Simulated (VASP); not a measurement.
Set up this calculation in VASP 6.6.1, as the native input.

```yaml
Task: single point
Functional: PBE
Potentials_or_basis: VASP PAW PBE potentials, release 64 (La)
Cutoff: 500 eV
k_mesh: 6 × 6 × 6
Occupations: gaussian, width 0.05 eV
Spin: no spin polarisation
Dipole_correction: no
Further_INCAR_settings: ALGO = Normal; EDIFF = 1e-06; NBANDS = 12
```

The structure of La lies in POSCAR:

```
La
1.0
   -2.1053195634      2.1053195634      2.1053195634
    2.1053195634     -2.1053195634      2.1053195634
    2.1053195634      2.1053195634     -2.1053195634
La
1
Direct
    0.0000000000      0.0000000000      0.0000000000
```

This isn't the form of La at room conditions, which is double hcp.

The input as run:

INCAR

```
SYSTEM = La
PREC = Accurate ; ENCUT = 500
EDIFF = 1E-6 ; ISMEAR = 0
SIGMA = 0.05 ; LREAL = .FALSE.
LASPH = .TRUE. ; NELM = 200
ALGO = Normal ; ISIF = 2
LWAVE = .FALSE. ; LCHARG = .FALSE.
GGA = PE ; NBANDS = 12
GGA_COMPAT = .FALSE. ; LMAXMIX = 6
```

KPOINTS

```
Automatic mesh
0
G
  6 6 6
  0 0 0
```

Potentials or basis: VASP PAW PBE potentials, release 64 (La).

Run with:

```sh
$ cat potpaw_PBE.64/La/POTCAR > POTCAR
$ mpirun -np 1 vasp_std > vasp.out
```

Results of the run:

```
Pressure               : 1.3 GPa
Band gap on the k mesh : zero (an odd number of electrons rules out a gap without spin polarisation)
```

Caveat: spin-orbit coupling is left out, which moves the levels of the heavy elements.

Run time: 9.9 s on 1 thread of Intel(R) Xeon(R) 6975P-C (Granite Rapids), on a shared host, peak memory 0.16 GiB.
